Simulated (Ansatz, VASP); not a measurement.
ZnS: VASP and Ansatz over several settings

```
Zn S
1.0
     3.83725    0.00000    0.00000
    -1.91862    3.32315    0.00000
     0.00000    0.00000   18.81377
Zn S
6 6
Direct
  0.33333 0.66667 0.83333
  0.66667 0.33333 0.33333
  0.66667 0.33333 0.66667
  0.33333 0.66667 0.16667
  0.00000 0.00000 0.50000
  0.00000 0.00000 0.00000
  0.33333 0.66667 0.95833
  0.66667 0.33333 0.45833
  0.66667 0.33333 0.79167
  0.33333 0.66667 0.29167
  0.00000 0.00000 0.62500
  0.00000 0.00000 0.12500
```

Single points on this cell with VASP 6.6.1 and Ansatz 0.2.0. Each row is one pair of runs. Alike in all rows: spin: off; k mesh: 8 × 8 × 2; smearing: fermi-dirac, width 0.05 eV; VASP's potentials, cutoff: VASP PAW PBE potentials, release 64 (Zn, S), 520 eV.

| level | Ansatz's potentials, cutoff | gap on the k mesh at the Fermi level (eV), VASP | gap on the k mesh at the Fermi level (eV), Ansatz | least direct gap on the mesh (eV), VASP | least direct gap on the mesh (eV), Ansatz | pressure (GPa), VASP | pressure (GPa), Ansatz |
| --- | --- | --- | --- | --- | --- | --- | --- |
| PBE | SPMS NC, 816 eV | 2.08 | 2.08 | 2.08 | 2.08 | 0.8 | 0.8 |
| r2SCAN+rVV10 | Ansatz PAW, 500 eV | 2.59 | 2.58 | 2.59 | 2.58 | -2.4 | -2.5 |
| PBE | Ansatz PAW polarizable, 420 eV | 2.08 | 2.08 | 2.08 | 2.08 | 0.8 | 0.6 |

Gap on the k mesh at the fermi level (eV): the two programs differ by at most 0.009; least direct gap on the mesh (eV): the two programs differ by at most 0.009; pressure (GPa): the two programs differ by at most 0.15.

VASP's potentials hold 108 valence electrons a cell and Ansatz's 156 in some rows, so a difference there can come from the potentials and not from the codes.
